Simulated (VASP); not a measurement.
# HC12 (a cell with a defect) in VASP: a series of runs

The runs below take HC12 (a cell with a defect) through single point, with LDA.

Program: VASP 6.6.1. These are calculated values, not measurements. Logs are shortened: lines on timing, memory, paths and dates and some standing lists are left out, and cuts for length are marked.

## (1) The cell of the first run

The cell holds a defect, 13 atoms: a = 4.325 Å, b = 4.325 Å, c = 4.325 Å, α = 80.41°, β = 70.53°, γ = 60.00°.

## (2) Single point, LDA

Contents of INCAR:

```
SYSTEM = HC12
PREC = Accurate
ENCUT = 520
EDIFF = 1E-7
ISMEAR = 0
SIGMA = 0.05
LREAL = .FALSE.
LASPH = .TRUE.
NELM = 100
ALGO = Normal
ISIF = 2
LWAVE = .FALSE.
LCHARG = .FALSE.
NELECT = 48.0
NBANDS = 36
```

Contents of KPOINTS:

```
regular mesh
0
G
  6 6 6
  0 0 0
```

Contents of POSCAR:

```
HC12
1.0
    1.7657489870     -3.5314979740     -1.7657489870
    3.5314979740     -1.7657489870      1.7657489870
   -1.7657489870     -3.5314979740      1.7657489870
C H
12 1
Direct
    0.2500000000      1.0000000000      0.2500000000
    0.0833333333      0.3333333333      0.7500000000
    0.9166666667      0.6666666667      0.2500000000
    0.7500000000      1.0000000000      0.7500000000
    0.5833333333      0.3333333333      0.2500000000
    0.4166666667      0.6666666667      0.7500000000
    0.9583333333      0.3333333333      0.1250000000
    0.7916666667      0.6666666667      0.6250000000
    0.6250000000      1.0000000000      0.1250000000
    0.4583333333      0.3333333333      0.6250000000
    0.2916666667      0.6666666667      0.1250000000
    0.1250000000      1.0000000000      0.6250000000
    1.2500000000      0.2500000000      0.5000000000
```

Potentials or basis: VASP PAW LDA potentials, release 64 (C, H).

On the command line:

```console
> cat potpaw_LDA.64/C/POTCAR potpaw_LDA.64/H/POTCAR > POTCAR
> mpirun -np 1 vasp_std > vasp.out
```

OUTCAR:

```text
SYSTEM = HC12
   PREC = Accurate
   ENCUT = 520
   EDIFF = 1E-7
   ISMEAR = 0
   LREAL = .FALSE.
   LASPH = .TRUE.
   NELM = 100
   ISIF = 2
   NELECT = 48.0

 ion  position               nearest neighbor table
   1  0.250  0.000  0.250-  11 1.53   9 1.53   7 1.53  12 1.53
   2  0.083  0.333  0.750-  13 1.08  12 1.53  10 1.53   7 1.53   8 1.53
   3  0.917  0.667  0.250-   8 1.53   9 1.53  11 1.53   7 1.53
   4  0.750  0.000  0.750-   8 1.53   9 1.53  10 1.53  12 1.53
   5  0.583  0.333  0.250-   9 1.53   7 1.53  10 1.53  11 1.53
   6  0.417  0.667  0.750-   8 1.53  11 1.53  12 1.53  10 1.53
   7  0.958  0.333  0.125-   1 1.53   2 1.53   5 1.53   3 1.53
   8  0.792  0.667  0.625-   4 1.53   3 1.53   2 1.53   6 1.53
   9  0.625  0.000  0.125-   5 1.53   3 1.53   4 1.53   1 1.53
  10  0.458  0.333  0.625-  13 1.40   4 1.53   5 1.53   2 1.53   6 1.53
  11  0.292  0.667  0.125-   1 1.53   3 1.53   5 1.53   6 1.53
  12  0.125  0.000  0.625-  13 1.40   2 1.53   4 1.53   6 1.53   1 1.53
  13  0.250  0.250  0.500-   2 1.08  10 1.40  12 1.40

  LATTYP: Found a base centered monoclinic cell.
 ALAT       =     4.3251840320
 B/A-ratio  =     1.7320508076
 C/A-ratio  =     1.0000000000
 COS(beta)  =    -0.3333333333

  Lattice vectors:

 A1 = (   1.7657489870,   1.7657489870,   3.5314979740)
 A2 = (  -3.5314979740,   1.7657489870,  -1.7657489870)
 A3 = (  -1.7657489870,  -3.5314979740,   1.7657489870)

Analysis of symmetry for initial positions (statically):
=====================================================================
 Subroutine PRICEL returns:
 Original cell was already a primitive cell.

 Routine SETGRP: Setting up the symmetry group for a
 base centered monoclinic supercell.

 Subroutine GETGRP returns: Found  1 space group operations
 (whereof  1 operations were pure point group operations)
 out of a pool of  4 trial point group operations.

The static configuration has the point symmetry C_1 .

Analysis of symmetry for dynamics (positions and initial velocities):
=====================================================================
 Subroutine PRICEL returns:
 Original cell was already a primitive cell.

 Routine SETGRP: Setting up the symmetry group for a
[... 135 lines left out ...]
   ISYM   =      2    0-nonsym 1-usesym 2-fastsym
   POTIM  = 0.5000    time-step for ionic-motion
   TEBEG  =    0.0;   TEEND  =   0.0 temperature during run
   PSTRESS=    0.0 pullay stress
   NELECT =      48.0000    total number of electrons
   NUPDOWN=      -1.0000    fix difference up-down
   EMIN   =  10.00;   EMAX   =-10.00  energy-range for DOS
   EFERMI =   0.00;   METHOD = LEGACY
   ISMEAR =     0;   SIGMA  =   0.05  broadening in eV -4-tet -1-fermi 0-gaus
   EFERMI_NEDOS =   21; number of points for ismear=-14 and -15
   IALGO  =     38    algorithm
   IMIX   =      4    mixing-type and parameters
     AMIX     =   0.40;   BMIX     =  1.00
     AMIX_MAG =   1.60;   BMIX_MAG =  1.00
  volume/ion in A,a.u.               =       5.08        34.29
  Fermi-wavevector in a.u.,A,eV,Ry     =   1.471745  2.781195 29.470667  2.166033
  Thomas-Fermi vector in A             =   2.586844
   LORBIT       =      0    0 simple, 1 ext, 2 COOP (PROOUT), +10 PAW based schemes
   GGA     = CA    functional components
   LHFCALC =     F    Hartree Fock is set to
   AEXX    =    0.0000 exact exchange contribution
   IVDW    =     0    specifies the selected vdW correction
   LEPSILON=     F    determine dielectric tensor
   LRPA    =     F    only Hartree local field effects (RPA)
 non-spin polarized calculation
 Gauss-broadening in eV      SIGMA  =   0.05
  energy-cutoff  :      520.00
  volume of cell :       66.06
 maximum number of plane-waves:      1807
   NGX = 17   NGY = 17   NGZ = 17

 number of electron      47.9999999 magnetization

 Free energy of the ion-electron system (eV)
  ---------------------------------------------------
  ext. energy  EPLUGINS =         0.00000000
  ---------------------------------------------------
  free energy    TOTEN  =      -131.53938208 eV

  energy without entropy =     -131.53938208  energy(sigma->0) =     -131.53938208

 E-fermi :  10.6261     XC(G=0): -13.6572

 val. band max:       10.3352333416   @ k =   0.0000   0.0000   0.0000
 cond. band min:      12.9980560267   @ k =  -0.3333   0.3333   0.3333
 fundamental gap:      2.6628226851
 Fermi energy:        10.6260758972

 k-point     1 :       0.0000    0.0000    0.0000
  band No.  band energies     occupation
      1     -12.0347      2.00000
      2      -6.3812      2.00000
      3      -4.8408      2.00000
      4      -4.0536      2.00000
      5      -3.7428      2.00000
      6      -3.4583      2.00000
[... 925 lines left out ...]
     35      19.6263      0.00000
     36      20.6365      0.00000

 [... further k-points ...]

------------------------ aborting loop because EDIFF is reached ----------------------------------------

  FORCE on cell =-STRESS in cart. coord.  units (eV):
  Direction    XX          YY          ZZ          XY          YZ          ZX
  --------------------------------------------------------------------------------------
  -------------------------------------------------------------------------------------
  Total       -7.6237893     -7.5822040     -5.8612242     -0.8201883     -1.3447641     -1.3694876
  in kB     -184.8899593   -183.8814434   -142.1447332    -19.8909721    -32.6128345    -33.2124228
  external PRESSURE =    -170.3053786 kB  Pullay stress =       0.0000000 kB

 VOLUME and BASIS-vectors are now :
 -----------------------------------------------------------------------------
  energy-cutoff  :      520.00
  volume of cell :       66.06
      direct lattice vectors                 reciprocal lattice vectors
     1.765748987 -3.531497974 -1.765748987     0.047194326 -0.141582978 -0.235971630
     3.531497974 -1.765748987  1.765748987     0.188777304  0.000000000  0.188777304
    -1.765748987 -3.531497974  1.765748987    -0.141582978 -0.141582978  0.141582978

 POSITION                                       TOTAL-FORCE (eV/Angst)
 -----------------------------------------------------------------------------------
      0.00000     -1.76575      0.00000         0.090763      1.111368     -0.819101
     -0.00000     -3.53150      1.76575        -1.429325     -1.378276      4.979035
      3.53150     -5.29725     -0.00000         0.404532      0.329851     -0.061393
      0.00000     -5.29725      0.00000        -0.152002      0.007564      0.428790
      1.76575     -3.53150      0.00000         1.209563      0.240802     -0.846340
      1.76575     -5.29725      1.76575        -0.004505     -0.251446      0.400181
      2.64862     -4.41437     -0.88287        -0.579731     -0.546160      0.087802
      2.64862     -6.18012      0.88287         0.274153      0.417712      0.368633
      0.88287     -2.64862     -0.88287         0.081794      0.028276     -0.543126
      0.88287     -4.41437      0.88287         1.312799     -2.207537     -0.769006
      2.64862     -2.64862      0.88287        -0.006422      0.024485      0.109817
     -0.88287     -2.64862      0.88287        -2.095985      1.284067     -0.699225
      0.44144     -3.09006      0.88287         0.894366      0.939293     -2.636067
 -----------------------------------------------------------------------------------
    total drift:                                0.000203      0.000209     -0.000189

  FREE ENERGIE OF THE ION-ELECTRON SYSTEM (eV)
  ---------------------------------------------------
  free  energy   TOTEN  =      -131.5393820775 eV

  energy  without entropy=     -131.5393820775  energy(sigma->0) =     -131.53938208
```

OSZICAR:

```text
N       E                     dE             d eps       ncg     rms          rms(c)
DAV:   1     0.100720264797E+03    0.10072E+03   -0.25538E+04  8064   0.131E+03
DAV:   2    -0.127201649093E+03   -0.22792E+03   -0.21503E+03 10472   0.257E+02
DAV:   3    -0.135909335344E+03   -0.87077E+01   -0.86439E+01 10696   0.461E+01
DAV:   4    -0.136004134139E+03   -0.94799E-01   -0.94575E-01 10472   0.537E+00
DAV:   5    -0.136006073220E+03   -0.19391E-02   -0.19375E-02 10308   0.703E-01    0.144E+01
DAV:   6    -0.132782669173E+03    0.32234E+01   -0.22104E+00  9412   0.706E+00    0.835E+00
DAV:   7    -0.131543574905E+03    0.12391E+01   -0.28975E+00  9688   0.803E+00    0.183E+00
DAV:   8    -0.131539568663E+03    0.40062E-02   -0.87181E-02 10044   0.157E+00    0.433E-01
DAV:   9    -0.131539459085E+03    0.10958E-03   -0.46036E-03 10148   0.382E-01    0.748E-02
DAV:  10    -0.131539380390E+03    0.78695E-04   -0.51419E-04  9964   0.119E-01    0.229E-02
DAV:  11    -0.131539382036E+03   -0.16458E-05   -0.37686E-05 10276   0.362E-02    0.141E-02
DAV:  12    -0.131539382064E+03   -0.28339E-07   -0.58362E-06  9988   0.133E-02    0.421E-03
DAV:  13    -0.131539382077E+03   -0.13525E-07   -0.74391E-07 10144   0.541E-03
   1 F= -.13153938E+03 E0= -.13153938E+03  d E =-.263790E-18
```

Wall time 3.2 min (1 thread of Intel Xeon Platinum 8488C (Sapphire Rapids), shared host); peak memory 0.27 GiB.

What came out:

| Quantity | Value |
| --- | --- |
| Free energy | -131.5394 eV |
| Largest force | 5.360 eV/Å |

Forces in eV/Å, atoms in the order of the input:
```
C    0.091  1.111 -0.819
C   -1.429 -1.378  4.979
C    0.405  0.330 -0.061
C   -0.152  0.008  0.429
C    1.210  0.241 -0.846
C   -0.005 -0.251  0.400
C   -0.580 -0.546  0.088
C    0.274  0.418  0.369
C    0.082  0.028 -0.543
C    1.313 -2.208 -0.769
C   -0.006  0.024  0.110
C   -2.096  1.284 -0.699
H    0.894  0.939 -2.636
```

Caveat: the cell carries a net charge on a neutralising background, which shifts energy and pressure; the cell is charged against a uniform background, so pressure and absolute levels hang on convention.

## (3) Single point, LDA

Contents of INCAR:

```
SYSTEM = HC12
  PREC = Accurate
  ENCUT = 520
  EDIFF = 1E-6
  ISMEAR = 0
  SIGMA = 0.05
  LREAL = .False.
  LASPH = .True.
  NELM = 80
  ALGO = Normal
  ISIF = 2
  LWAVE = .False.
  LCHARG = .True.
  LELF = .True.
  LVHAR = .True.
  NELECT = 48.0
  NBANDS = 36
```

Contents of KPOINTS:

```
Automatic mesh
0
Gamma
  6 6 6
  0 0 0
```

Changes to POSCAR since step 2:

```diff
@@ -20,2 +20,2 @@
     0.1250000000      1.0000000000      0.6250000000
-    1.2500000000      0.2500000000      0.5000000000
+    1.2500000000      0.4166666667      0.3333333333
```

Potentials or basis: VASP PAW LDA potentials, release 64 (C, H).

On the command line:

```console
> cat potpaw_LDA.64/C/POTCAR potpaw_LDA.64/H/POTCAR > POTCAR
> mpirun -np 1 vasp_std > vasp.out
```

OUTCAR:

```text
SYSTEM = HC12
   PREC = Accurate
   ENCUT = 520
   EDIFF = 1E-6
   ISMEAR = 0
   LREAL = .False.
   LASPH = .True.
   NELM = 80
   ISIF = 2
   NELECT = 48.0

 ion  position               nearest neighbor table
   1  0.250  0.000  0.250-  11 1.53   9 1.53   7 1.53  12 1.53
   2  0.083  0.333  0.750-  12 1.53   8 1.53  10 1.53   7 1.53
   3  0.917  0.667  0.250-  13 1.43   9 1.53  11 1.53   8 1.53   7 1.53
   4  0.750  0.000  0.750-   8 1.53   9 1.53  10 1.53  12 1.53
   5  0.583  0.333  0.250-  13 1.23   9 1.53  10 1.53  11 1.53   7 1.53
   6  0.417  0.667  0.750-   8 1.53  11 1.53  12 1.53  10 1.53
   7  0.958  0.333  0.125-   1 1.53   2 1.53   5 1.53   3 1.53
   8  0.792  0.667  0.625-   4 1.53   3 1.53   2 1.53   6 1.53
   9  0.625  0.000  0.125-   5 1.53   3 1.53   4 1.53   1 1.53
  10  0.458  0.333  0.625-   2 1.53   4 1.53   5 1.53   6 1.53
  11  0.292  0.667  0.125-  13 1.33   1 1.53   5 1.53   6 1.53   3 1.53
  12  0.125  0.000  0.625-   2 1.53   1 1.53   4 1.53   6 1.53
  13  0.250  0.417  0.333-   5 1.23  11 1.33   3 1.43

  LATTYP: Found a base centered monoclinic cell.
 ALAT       =     4.3251840320
 B/A-ratio  =     1.7320508076
 C/A-ratio  =     1.0000000000
 COS(beta)  =    -0.3333333333

  Lattice vectors:

 A1 = (   1.7657489870,   1.7657489870,   3.5314979740)
 A2 = (  -3.5314979740,   1.7657489870,  -1.7657489870)
 A3 = (  -1.7657489870,  -3.5314979740,   1.7657489870)

Analysis of symmetry for initial positions (statically):
=====================================================================
 Subroutine PRICEL returns:
 Original cell was already a primitive cell.

 Routine SETGRP: Setting up the symmetry group for a
 base centered monoclinic supercell.

 Subroutine GETGRP returns: Found  1 space group operations
[... 165 lines left out ...]
   LHFCALC =     F    Hartree Fock is set to
   AEXX    =    0.0000 exact exchange contribution
   IVDW    =     0    specifies the selected vdW correction
   LEPSILON=     F    determine dielectric tensor
   LRPA    =     F    only Hartree local field effects (RPA)
 non-spin polarized calculation
 Gauss-broadening in eV      SIGMA  =   0.05
  energy-cutoff  :      520.00
  volume of cell :       66.06
 maximum number of plane-waves:      1807
   NGX = 17   NGY = 17   NGZ = 17

 number of electron      47.9999999 magnetization

 Free energy of the ion-electron system (eV)
  ---------------------------------------------------
  ext. energy  EPLUGINS =         0.00000000
  ---------------------------------------------------
  free energy    TOTEN  =      -131.65561541 eV

  energy without entropy =     -131.65561541  energy(sigma->0) =     -131.65561541

 E-fermi :  10.5776     XC(G=0): -13.6640

 val. band max:       10.3699722300   @ k =   0.0000   0.0000   0.0000
 cond. band min:      12.4736685060   @ k =  -0.3333   0.3333   0.3333
 fundamental gap:      2.1036962761
 Fermi energy:        10.5776369989

 k-point     1 :       0.0000    0.0000    0.0000
  band No.  band energies     occupation
      1     -11.9431      2.00000
      2      -6.0647      2.00000
      3      -4.6794      2.00000
      4      -4.0145      2.00000
      5      -3.7223      2.00000
      6      -3.4323      2.00000
[... 925 lines left out ...]
     35      19.8839      0.00000
     36      20.5014      0.00000

 [... further k-points ...]

------------------------ aborting loop because EDIFF is reached ----------------------------------------

  FORCE on cell =-STRESS in cart. coord.  units (eV):
  Direction    XX          YY          ZZ          XY          YZ          ZX
  --------------------------------------------------------------------------------------
  -------------------------------------------------------------------------------------
  Total       -8.7114410     -7.4245610     -7.2567134      0.2921903      1.2362057     -0.0722541
  in kB     -211.2673760   -180.0583306   -175.9877379      7.0861154     29.9801075     -1.7522846
  external PRESSURE =    -189.1044815 kB  Pullay stress =       0.0000000 kB

 VOLUME and BASIS-vectors are now :
 -----------------------------------------------------------------------------
  energy-cutoff  :      520.00
  volume of cell :       66.06
      direct lattice vectors                 reciprocal lattice vectors
     1.765748987 -3.531497974 -1.765748987     0.047194326 -0.141582978 -0.235971630
     3.531497974 -1.765748987  1.765748987     0.188777304  0.000000000  0.188777304
    -1.765748987 -3.531497974  1.765748987    -0.141582978 -0.141582978  0.141582978

 POSITION                                       TOTAL-FORCE (eV/Angst)
 -----------------------------------------------------------------------------------
      0.00000     -1.76575      0.00000        -0.920830     -0.038341      0.009521
     -0.00000     -3.53150      1.76575        -0.625442     -0.071870      0.332458
      3.53150     -5.29725     -0.00000        -0.343151      1.422199      1.415531
      0.00000     -5.29725      0.00000         0.217534      0.101079     -0.223429
      1.76575     -3.53150      0.00000        -0.282949     -1.720678     -2.137160
      1.76575     -5.29725      1.76575        -0.002191      0.387951     -0.441659
      2.64862     -4.41437     -0.88287         0.428562      0.455537     -0.327031
      2.64862     -6.18012      0.88287        -0.447561     -0.249922      0.909770
      0.88287     -2.64862     -0.88287         0.061876      0.520328     -0.931910
      0.88287     -4.41437      0.88287        -0.692041     -1.309333      0.358188
      2.64862     -2.64862      0.88287         2.486049      0.639669      0.198425
     -0.88287     -2.64862      0.88287        -0.384510     -0.169853      0.267933
      1.32431     -2.79577      0.88287         0.504654      0.033235      0.569363
 -----------------------------------------------------------------------------------
    total drift:                               -0.000276     -0.000086      0.000109

  FREE ENERGIE OF THE ION-ELECTRON SYSTEM (eV)
  ---------------------------------------------------
  free  energy   TOTEN  =      -131.6556154129 eV

  energy  without entropy=     -131.6556154129  energy(sigma->0) =     -131.65561541
```

OSZICAR:

```text
N       E                     dE             d eps       ncg     rms          rms(c)
DAV:   1     0.100037420126E+03    0.10004E+03   -0.25522E+04  8064   0.131E+03
DAV:   2    -0.127340369883E+03   -0.22738E+03   -0.21436E+03 10444   0.256E+02
DAV:   3    -0.136014460589E+03   -0.86741E+01   -0.86103E+01 10664   0.460E+01
DAV:   4    -0.136109323611E+03   -0.94863E-01   -0.94640E-01 10496   0.536E+00
DAV:   5    -0.136111299791E+03   -0.19762E-02   -0.19743E-02 10324   0.708E-01    0.143E+01
DAV:   6    -0.132877362241E+03    0.32339E+01   -0.21972E+00  9468   0.720E+00    0.828E+00
DAV:   7    -0.131660459540E+03    0.12169E+01   -0.28948E+00  9716   0.813E+00    0.186E+00
DAV:   8    -0.131656073838E+03    0.43857E-02   -0.10498E-01 10012   0.180E+00    0.380E-01
DAV:   9    -0.131655735556E+03    0.33828E-03   -0.70369E-03 10232   0.482E-01    0.875E-02
DAV:  10    -0.131655613722E+03    0.12183E-03   -0.78525E-04  9928   0.145E-01    0.239E-02
DAV:  11    -0.131655617321E+03   -0.35994E-05   -0.36089E-05 10296   0.345E-02    0.164E-02
DAV:  12    -0.131655615393E+03    0.19285E-05   -0.75132E-06  9784   0.145E-02    0.461E-03
DAV:  13    -0.131655615413E+03   -0.19939E-07   -0.77587E-07  6568   0.596E-03
   1 F= -.13165562E+03 E0= -.13165562E+03  d E =-.421163E-11
```

Wall time 2 min (1 thread of AMD EPYC 9R45 (Zen 5), shared host); peak memory 0.25 GiB.

What came out:

```
Free energy   : -131.6556 eV
Largest force : 2.758 eV/Å
```

Forces in eV/Å, atoms in the order of the input:
```
C   -0.921 -0.038  0.010
C   -0.625 -0.072  0.332
C   -0.343  1.422  1.416
C    0.218  0.101 -0.223
C   -0.283 -1.721 -2.137
C   -0.002  0.388 -0.442
C    0.429  0.456 -0.327
C   -0.448 -0.250  0.910
C    0.062  0.520 -0.932
C   -0.692 -1.309  0.358
C    2.486  0.640  0.198
C   -0.385 -0.170  0.268
H    0.505  0.033  0.569
```

Caveat: the cell carries a net charge on a neutralising background, which shifts energy and pressure; the cell is charged against a uniform background, so pressure and absolute levels hang on convention.

(Part 1 of 2 ends here.)
